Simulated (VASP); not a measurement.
Runs of VASP 6.6.1 on AlO2. The structure is that of space group F-43m (No. 216), or close to it. The cells are those of the table. The cell was generated, and may not be a known phase.

| task | cell | k mesh | cutoff (eV) | gap on the mesh (eV) | pressure (GPa) | moment (μB) |
| --- | --- | --- | --- | --- | --- | --- |
| single point | a = 3.456 Å, angles 60.0°, 3 atoms | 16 × 16 × 16 | 520 | none | -0.2 | 1.00 |
| single point | a = 3.457 Å, angles 60.0°, 3 atoms | 6 × 6 × 6 | 520 | none | -0.2 | 1.01 |
| relaxation of cell and atoms | relaxed from a = 3.884 Å, angles 60.0°, 3 atoms | 6 × 6 × 6 | 600 | none | -0.2 | 1.01 |
| single point | a = 3.884 Å, angles 60.0°, 3 atoms | 6 × 6 × 6 | 520 | none | (a) | 1.07 |

Alike in all rows: level PBE; potentials or basis VASP PAW PBE potentials, release 64 (Al, O); spin collinear, ferromagnetic start; smearing gaussian 0.1 eV.

Problem. Estimate the missing entries.

Solution. (a) -25.3.

Caveats: some runs use coarse meshes; the cell stands under tension (at least some runs).

A gap of «none» marks levels without a gap at the run's occupations.
